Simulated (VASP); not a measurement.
Wanted: the native input for a VASP 6.6.1 run.

- Task: single point
- Functional: LDA
- Potentials or basis: VASP PAW LDA potentials, release 64 (Sb, In_d)
- Cutoff: 520 eV
- k mesh: 6 × 6 × 6
- Occupations: fermi-dirac, width 0.05 eV
- Spin: no spin polarisation
- Dipole correction: no
- Further INCAR settings: ALGO = Normal; EDIFF = 1e-07; NBANDS = 22

The structure of InSb3 lies in POSCAR:

```
InSb3
1.0
    4.7082503466      0.0000000000      0.0000000000
    0.0000000000      4.7082503466      0.0000000000
    0.0000000000      0.0000000000      4.7082503466
Sb In
3 1
Direct
    0.5000000000      0.5000000000      0.0000000000
    0.0000000000      0.5000000000      0.5000000000
    0.5000000000      0.0000000000      0.5000000000
    0.0000000000      0.0000000000      0.0000000000
```

The input as run:

INCAR

```
SYSTEM = InSb3
PREC     = Accurate       ! precision mode
ENCUT    = 520            ! plane-wave cutoff, eV
EDIFF    = 1E-7           ! SCF threshold, eV
ISMEAR   = -1             ! smearing method
SIGMA    = 0.05           ! smearing width, eV
LREAL    = .False.        ! projectors in reciprocal space
LASPH    = .True.         ! aspherical terms in the spheres
NELM     = 100            ! most SCF steps
ALGO     = Normal         ! electronic algorithm
ISIF     = 2              ! what is computed and relaxed
LWAVE    = .False.        ! write WAVECAR
LCHARG   = .False.        ! write CHGCAR
GGA      = CA             ! functional
NBANDS   = 22             ! bands
```

KPOINTS

```
regular mesh
0
Gamma
  6 6 6
  0 0 0
```

Potentials or basis: VASP PAW LDA potentials, release 64 (Sb, In_d).

Command:

```sh
$ cat potpaw_LDA.64/Sb/POTCAR potpaw_LDA.64/In_d/POTCAR > POTCAR
$ mpirun -np 1 vasp_std > vasp.out
```

It gave:

```
Pressure               : -0.6 GPa
Band gap on the k mesh : zero (band 14 reaches 12.20 eV, above the bottom of band 15 at 7.28 eV)
```

Caveat: spin-orbit coupling is left out, which moves the levels of the heavy elements.

Wall time 15 s on 1 thread of Intel(R) Xeon(R) 6975P-C (Granite Rapids), with other jobs on the host, peak memory 0.19 GiB.
